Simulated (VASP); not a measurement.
HC4, 20 atoms in the cell. The cell holds a slab with vacuum, 20 atoms: a = 5.035 Å, b = 2.518 Å, c = 19.733 Å, α = 90.00°, β = 90.00°, γ = 90.00°. 

| Quantity | Value |
| --- | --- |
| Program | VASP 6.6.1 |
| Task | single point |
| Functional | r2SCAN |
| Potentials or basis | VASP PAW PBE potentials, release 64 (C, H) |
| Cutoff | 520 eV |
| k mesh | 5 × 10 × 1 |
| Occupations | gaussian, width 0.05 eV |
| Spin | no spin polarisation |
| Dipole correction | yes |
| Further INCAR settings | LREAL = Auto; ALGO = Normal; EDIFF = 1e-06; NBANDS = 50 |

Potentials or basis: VASP PAW PBE potentials, release 64 (C, H).

Command:

```bash
$ cat potpaw_PBE.64/C/POTCAR potpaw_PBE.64/H/POTCAR > POTCAR
$ cp INCAR.step1 INCAR
$ mpirun -np 1 vasp_std > vasp.out
$ cp INCAR.step2 INCAR
$ mpirun -np 1 vasp_std > vasp.out
```

Hardware: 1 thread of Intel Xeon 8259CL (shared host).

Q: How long does it take, and how much memory?

A: Run time: 37 min on 1 thread of Intel Xeon 8259CL (shared host), peak memory 0.43 GiB. Counts: k points 18.
